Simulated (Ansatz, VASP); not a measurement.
# One calculation of IrW3, two programs

```
CELL_PARAMETERS angstrom
2.79073 0.00000 0.00000
-1.39537 2.41684 0.00000
0.00000 0.00000 9.39837
ATOMIC_POSITIONS crystal
Ir 0.66667 0.33333 0.00000
W 0.66667 0.33333 0.50000
W 0.33333 0.66667 0.23858
W 0.33333 0.66667 0.76142
```

Change from the starting cell: species swapped into the Zn3Ag type (P-6m2, No. 187).

Alike in both runs: functional PBE; k mesh 18 × 18 × 6; occupations gaussian, width 0.1 eV; no spin polarisation.

Ansatz relaxed the structure, and its values are those at the end. VASP's run is a single point on that final structure, the one shown.

|  | VASP | Ansatz |
| --- | --- | --- |
| version | VASP 6.6.1 | Ansatz 0.2.0 |
| potentials or method | VASP PAW PBE potentials, release 64 (Ir, W_sv), cutoff 520 eV | scalar-relativistic, plane waves, PAW |
| valence electrons in the cell | 51 | 59 |

|  | VASP | Ansatz | Ansatz less VASP |
| --- | --- | --- | --- |
| gap on the k mesh at the Fermi level (eV) | none | none | - |
| pressure (GPa) | 0.6 | 0.0 | -0.56 |
| rms of the force components (eV/Å) | 0.005 | 0.000 | -0.0053 |

A gap of «none» marks a metal or a gap that the smearing closes. VASP's potentials hold 51 valence electrons a cell and Ansatz's 59, so a difference there can come from the potentials and not from the codes.

Neither program's run includes spin-orbit coupling.
